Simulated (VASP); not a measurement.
Set up this calculation in VASP 6.6.1, as the native input.

```
Task                   : single point
Functional             : PBE
Potentials or basis    : VASP PAW PBE potentials, release 64 (Ni, O)
Cutoff                 : 520 eV
k mesh                 : 10 × 10 × 10
Occupations            : gaussian, width 0.05 eV
Spin                   : collinear spin, antiferromagnetic start
Starting moments       : [1.51, -1.51, 0.0, 0.0] μB
Dipole correction      : no
Further INCAR settings : ALGO = Normal; EDIFF = 1e-06; NBANDS = 28
```

The structure of NiO lies in POSCAR:

```
NiO
1.0
   -2.0961677344     -2.0961677344      4.2107754093
   -4.2107754093     -2.0961677344      2.0961677344
   -2.0961677344     -4.2107754093      2.0961677344
Ni O
2 2
Direct
    0.0000000000      0.0000000000      0.0000000000
    0.5000000000      0.5000000000      0.5000000000
    1.2499992777     -0.7500007223     -0.7500007223
    1.7500007223     -0.2499992777     -0.2499992777
```

One way to write it, as run:

INCAR

```
ALGO = Normal
EDIFF = 1E-6
ENCUT = 520
GGA = PE
ISIF = 2
ISMEAR = 0
ISPIN = 2
LASPH = T
LCHARG = T
LELF = T
LMAXMIX = 4
LORBIT = 11
LREAL = F
LVHAR = T
LWAVE = F
MAGMOM = 1.51 -1.51 0 0
NBANDS = 28
NELM = 150
PREC = Accurate
SIGMA = 0.05
```

KPOINTS

```
k-points
0
Gamma
  10 10 10
```

Potentials or basis: VASP PAW PBE potentials, release 64 (Ni, O).

Command:

```bash
$ cat potpaw_PBE.64/Ni/POTCAR potpaw_PBE.64/O/POTCAR > POTCAR
$ mpirun -np 1 vasp_std > vasp.out
```

Results of the run:

| Quantity | Value |
| --- | --- |
| Pressure | -4.0 GPa |
| Band gap on the k mesh | 0.93 eV |
| Net moment | 0.00 μB per cell |
| Site moments | Ni +1.36, -1.36; O +0.00 μB |
| Valence electrons inside the program's atomic spheres | Ni 8.94; O 4.96 |

Caveat: the cell stands under tension.

Wall time 6.9 min on 1 thread of Intel(R) Xeon(R) Platinum 8488C (Sapphire Rapids), with other jobs on the host, peak memory 0.4 GiB.
